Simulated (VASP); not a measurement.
# Mg (Im-3m) in VASP: a series of runs, part 2 of 2

VASP 6.6.1. The steps go on from the part before.

## (3) Single point, PBEsol (volume scaled by 0.98)

Input file INCAR:

```
PREC = Accurate
ENCUT = 520
EDIFF = 1E-7
ISMEAR = -1
SIGMA = 0.05
LREAL = False
LASPH = True
NELM = 60
ALGO = Normal
ISIF = 2
LWAVE = False
LCHARG = True
GGA = PS
LELF = True
LVHAR = True
NBANDS = 7
```

Input file KPOINTS:

```
Automatic mesh
0
Gamma
  16 16 16
```

Input file POSCAR:

```
Mg
1.0
   -1.4665903054      1.4665903054      1.4665903054
    1.4665903054     -1.4665903054      1.4665903054
    1.4665903054      1.4665903054     -1.4665903054
Mg
1
Direct
    0.0000000000      0.0000000000      0.0000000000
```

Potentials or basis: VASP PAW PBE potentials, release 64 (Mg).

The run is started by

```bash
$ cat potpaw_PBE.64/Mg/POTCAR > POTCAR
$ mpirun -np 1 vasp_std > vasp.out
```

OUTCAR:

```text
PREC = Accurate
   ENCUT = 520
   EDIFF = 1E-7
   ISMEAR = -1
   LREAL = False
   LASPH = True
   NELM = 60
   ISIF = 2
   GGA = PS

 ion  position               nearest neighbor table
   1  0.000  0.000  0.000-

  LATTYP: Found a body centered cubic cell.
 ALAT       =     2.9331806108

  Lattice vectors:

 A1 = (  -1.4665903054,   1.4665903054,   1.4665903054)
 A2 = (   1.4665903054,  -1.4665903054,   1.4665903054)
[... 416 lines left out ...]
      5      24.6265      0.00000
      6      28.2508      0.00000
      7      31.4017      0.00000

 [... further k-points ...]

------------------------ aborting loop because EDIFF is reached ----------------------------------------

  FORCE on cell =-STRESS in cart. coord.  units (eV):
  Direction    XX          YY          ZZ          XY          YZ          ZX
  --------------------------------------------------------------------------------------
  -------------------------------------------------------------------------------------
  Total        5.2130835      5.2130835      5.2130835      0.0000000      0.0000000     -0.0000000
  in kB      661.9403360    661.9403360    661.9403360      0.0000000      0.0000000     -0.0000000
  external PRESSURE =     661.9403360 kB  Pullay stress =       0.0000000 kB

 VOLUME and BASIS-vectors are now :
 -----------------------------------------------------------------------------
  energy-cutoff  :      520.00
  volume of cell :       12.62
      direct lattice vectors                 reciprocal lattice vectors
    -1.466590305  1.466590305  1.466590305     0.000000000  0.340926841  0.340926841
     1.466590305 -1.466590305  1.466590305     0.340926841  0.000000000  0.340926841
     1.466590305  1.466590305 -1.466590305     0.340926841  0.340926841  0.000000000

 POSITION                                       TOTAL-FORCE (eV/Angst)
 -----------------------------------------------------------------------------------
      0.00000      0.00000      0.00000        -0.000000      0.000000      0.000000
 -----------------------------------------------------------------------------------
    total drift:                                0.000000      0.000000      0.000000

  FREE ENERGIE OF THE ION-ELECTRON SYSTEM (eV)
  ---------------------------------------------------
  free  energy   TOTEN  =        -0.4345356035 eV

  energy  without entropy=       -0.4322649652  energy(sigma->0) =       -0.43340028
```

OSZICAR:

```text
N       E                     dE             d eps       ncg     rms          rms(c)
DAV:   1     0.510986806589E+00    0.51099E+00   -0.10401E+03  2324   0.216E+02
DAV:   2    -0.477239006862E+00   -0.98823E+00   -0.96918E+00  2814   0.153E+01
DAV:   3    -0.479549761642E+00   -0.23108E-02   -0.23104E-02  2408   0.849E-01
DAV:   4    -0.479552753877E+00   -0.29922E-05   -0.29921E-05  2940   0.218E-02
DAV:   5    -0.479552760025E+00   -0.61479E-08   -0.58753E-08  2408   0.656E-04    0.778E-01
DAV:   6    -0.452037137996E+00    0.27516E-01   -0.28783E-04  2422   0.125E-01    0.494E-01
DAV:   7    -0.434703392896E+00    0.17334E-01   -0.80647E-04  2184   0.213E-01    0.194E-02
DAV:   8    -0.434549412847E+00    0.15398E-03   -0.22113E-05  2597   0.311E-02    0.594E-03
DAV:   9    -0.434535552642E+00    0.13860E-04   -0.47991E-06  2331   0.135E-02    0.715E-04
DAV:  10    -0.434535603508E+00   -0.50866E-07   -0.76272E-08  2387   0.176E-03
   1 F= -.43453560E+00 E0= -.43340028E+00  d E =-.227064E-02
```

Run time: 5.5 s. Hardware: 1 thread of Intel Xeon 6975P-C, shared host; peak memory 0.13 GiB.

What came out:

* Free energy: -0.4345 eV
* Pressure: 66.2 GPa
* Band gap on the k mesh: zero (band 1 reaches 10.56 eV, above the bottom of band 2 at 5.74 eV)

Levels at points of the mesh, in eV from the Fermi level:
```tsv
k point	band 1	band 2	band 3	band 4	band 5	band 6
(0.00, 0.00, 0.00)	-9.93	17.60	17.60	17.60	20.40	20.40
(0.50, 0.00, 0.00)	-2.34	-0.92	10.93	14.84	15.35	17.73
(0.50, 0.50, 0.50)	3.90	3.90	6.28	6.28	6.28	16.05
```

Caveat: the PAW data sets were made with another functional, which shifts forces and pressure a little.

## (4) Single point, PBEsol (volume scaled by 0.96)

INCAR, as its differences from that of step 3:

```diff
@@ -2,3 +2,3 @@
 ENCUT = 520
-EDIFF = 1E-7
+EDIFF = 1E-6
 ISMEAR = -1
@@ -7,3 +7,3 @@
 LASPH = True
-NELM = 60
+NELM = 100
 ALGO = Normal
```

Input file KPOINTS:

```
regular mesh
0
Gamma
  16 16 16
```

Input file POSCAR:

```
Mg
1.0
   -1.4565448511      1.4565448511      1.4565448511
    1.4565448511     -1.4565448511      1.4565448511
    1.4565448511      1.4565448511     -1.4565448511
Mg
1
Direct
    0.0000000000      0.0000000000      0.0000000000
```

The run is started by

```bash
$ cat potpaw_PBE.64/Mg/POTCAR > POTCAR
$ mpirun -np 1 vasp_std > vasp.out
```

It took 7.6 s on 1 thread of Intel Xeon 6975P-C, shared host; peak memory 0.13 GiB.

Results (log left out):

```yaml
Free_energy: -0.3240 eV
Pressure: 71.4 GPa
Band_gap_on_the_k_mesh: zero (band 1 reaches 10.72 eV, above the bottom of band 2 at 5.91 eV)
```

Levels at points of the mesh, in eV from the Fermi level:
```csv
k point,band 1,band 2,band 3,band 4
"(0.00, 0.00, 0.00)",-10.05,17.78,17.78,17.78
"(0.50, 0.00, 0.00)",-2.36,-0.92,11.01,15.02
"(0.50, 0.50, 0.50)",3.88,3.88,6.40,6.40
```

Caveat: the PAW data sets were made with another functional, which shifts forces and pressure a little.

## (5) Single point, PBEsol (volume scaled by 0.9405)

Input file INCAR:

```
SYSTEM = Mg
PREC     = Accurate       ! precision mode
ENCUT    = 520            ! plane-wave cutoff, eV
EDIFF    = 1E-6           ! SCF threshold, eV
ISMEAR   = -1             ! smearing method
SIGMA    = 0.05           ! smearing width, eV
LREAL    = .False.        ! projectors in reciprocal space
LASPH    = .True.         ! aspherical terms in the spheres
NELM     = 60             ! most SCF steps
ALGO     = Normal         ! electronic algorithm
ISIF     = 2              ! what is computed and relaxed
LWAVE    = .False.        ! write WAVECAR
LCHARG   = .True.         ! write CHGCAR
GGA      = PS             ! functional
LELF     = .True.         ! ELF
LVHAR    = .True.       
NBANDS   = 7              ! bands
```

Input file KPOINTS:

```
regular mesh
0
Gamma
  16 16 16
  0 0 0
```

Input file POSCAR:

```
Mg
1.0
   -1.4466152907      1.4466152907      1.4466152907
    1.4466152907     -1.4466152907      1.4466152907
    1.4466152907      1.4466152907     -1.4466152907
Mg
1
Direct
    0.0000000000      0.0000000000      0.0000000000
```

The run is started by

```bash
$ cat potpaw_PBE.64/Mg/POTCAR > POTCAR
$ mpirun -np 1 vasp_std > vasp.out
```

Run time: 6.4 s. Hardware: 1 thread of Intel Xeon 6975P-C, shared host; peak memory 0.13 GiB.

The run converged. Its results:

| Property | Result |
| --- | --- |
| Free energy | -0.2079 eV |
| Pressure | 76.8 GPa |
| Band gap on the k mesh | zero (band 1 reaches 10.88 eV, above the bottom of band 2 at 6.09 eV) |

Levels at points of the mesh, in eV from the Fermi level:
```
           k point  band 1  band 2  band 3  band 4  band 5
(0.00, 0.00, 0.00)  -10.16   17.96   17.96   17.96   20.83
(0.50, 0.00, 0.00)   -2.38   -0.93   11.10   15.21   15.89
(0.50, 0.50, 0.50)    3.86    3.86    6.51    6.51    6.51
```

Caveat: the PAW data sets were made with another functional, which shifts forces and pressure a little.

## (6) Single point, PBEsol (volume scaled by 0.97)

Input file INCAR:

```
ALGO = Normal ; EDIFF = 1E-6
ENCUT = 520 ; GGA = PS
ISIF = 2 ; ISMEAR = -1
LASPH = T ; LCHARG = F
LREAL = F ; LWAVE = F
NBANDS = 7 ; NELM = 80
PREC = Accurate ; SIGMA = 0.05
```

Input file KPOINTS:

```
k-points
0
Gamma
  16 16 16
```

Input file POSCAR:

```
Mg
1.0
   -1.4615848388      1.4615848388      1.4615848388
    1.4615848388     -1.4615848388      1.4615848388
    1.4615848388      1.4615848388     -1.4615848388
Mg
1
Direct
    0.0000000000      0.0000000000      0.0000000000
```

Potentials or basis: VASP PAW PBE potentials, release 64 (Mg).

The run is started by

```bash
$ cat potpaw_PBE.64/Mg/POTCAR > POTCAR
$ mpirun -np 1 vasp_std > vasp.out
```

It took 6.5 s on 1 thread of Intel Xeon 6975P-C, shared host; peak memory 0.13 GiB.

Results (log left out):

* Free energy: -0.3803 eV
* Pressure: 68.7 GPa
* Band gap on the k mesh: zero (band 1 reaches 10.64 eV, above the bottom of band 2 at 5.83 eV)

Levels at points of the mesh, in eV from the Fermi level:
```tsv
k point	band 1	band 2	band 3	band 4	band 5	band 6
(0.00, 0.00, 0.00)	-9.99	17.69	17.69	17.69	20.51	20.51
(0.50, 0.00, 0.00)	-2.35	-0.92	10.97	14.93	15.48	17.86
(0.50, 0.50, 0.50)	3.89	3.89	6.34	6.34	6.34	16.24
```

Caveat: the PAW data sets were made with another functional, which shifts forces and pressure a little.

## (7) Overview

| cell | gap on the mesh (eV) | pressure (GPa) |
| --- | --- | --- |
| a = 2.505 Å, angles 109.5°, 1 atom | none | 77.0 |
| a = 2.540 Å, angles 109.5°, 1 atom | none | 66.2 |
| a = 2.523 Å, angles 109.5°, 1 atom | none | 71.4 |
| a = 2.506 Å, angles 109.5°, 1 atom | none | 76.8 |
| a = 2.532 Å, angles 109.5°, 1 atom | none | 68.7 |

Alike in all rows: task single point; level PBEsol; potentials or basis VASP PAW PBE potentials, release 64 (Mg); no spin polarisation; k mesh 16 × 16 × 16; cutoff (eV) 520; smearing fermi-dirac 0.05 eV.

Caveats: the PAW data sets were made with another functional, which shifts forces and pressure a little.

Absolute energies hang on the potentials; compare differences alone.
